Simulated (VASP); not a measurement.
## HgTe: single point with PBEsol

HgTe:

```
Hg Te
1.0
     0.00000    3.28920    3.28920
     3.28920    0.00000    3.28920
     3.28920    3.28920    0.00000
Hg Te
1 1
Direct
  0.00000 0.00000 0.00000
  0.25000 0.25000 0.25000
```

```json
{
 "Program": "VASP 6.6.1",
 "Task": "single point",
 "Functional": "PBEsol",
 "Potentials or basis": "VASP PAW PBE potentials, release 64 (Hg, Te)",
 "Cutoff": "520 eV",
 "k mesh": "4 × 4 × 4",
 "Occupations": "fermi-dirac, width 0.02 eV",
 "Spin": "no spin polarisation",
 "Dipole correction": "no",
 "Further INCAR settings": "ALGO = Normal; EDIFF = 1e-06; NBANDS = 16"
}
```

```yaml
Pressure: -0.7 GPa
Band_gap_on_the_k_mesh: zero (filled and empty bands touch)
```

Levels at points of the mesh, in eV from the Fermi level:
| k point | band 6 | band 7 | band 8 | band 9 | band 10 | band 11 | band 12 | band 13 |
| --- | --- | --- | --- | --- | --- | --- | --- | --- |
| (0.00, 0.00, 0.00) | -6.62 | -0.95 | -0.01 | -0.01 | -0.01 | 4.24 | 4.24 | 4.24 |
| (0.50, 0.00, 0.00) | -6.35 | -5.23 | -0.91 | -0.91 | 0.61 | 5.00 | 5.00 | 6.69 |
| (0.50, 0.50, 0.00) | -6.22 | -5.22 | -2.10 | -2.10 | 1.83 | 2.49 | 7.91 | 8.57 |

Wall time 8.5 s on 1 thread of Intel(R) Xeon(R) Platinum 8488C (Sapphire Rapids), with other jobs on the host, peak memory 0.2 GiB.

Caveat: the k points lie up to 0.41 Å⁻¹ apart; semilocal functionals underestimate gaps, and a narrow one can read as zero; the PAW data sets were made with another functional, which shifts forces and pressure a little; spin-orbit coupling is left out, which moves the levels of the heavy elements.
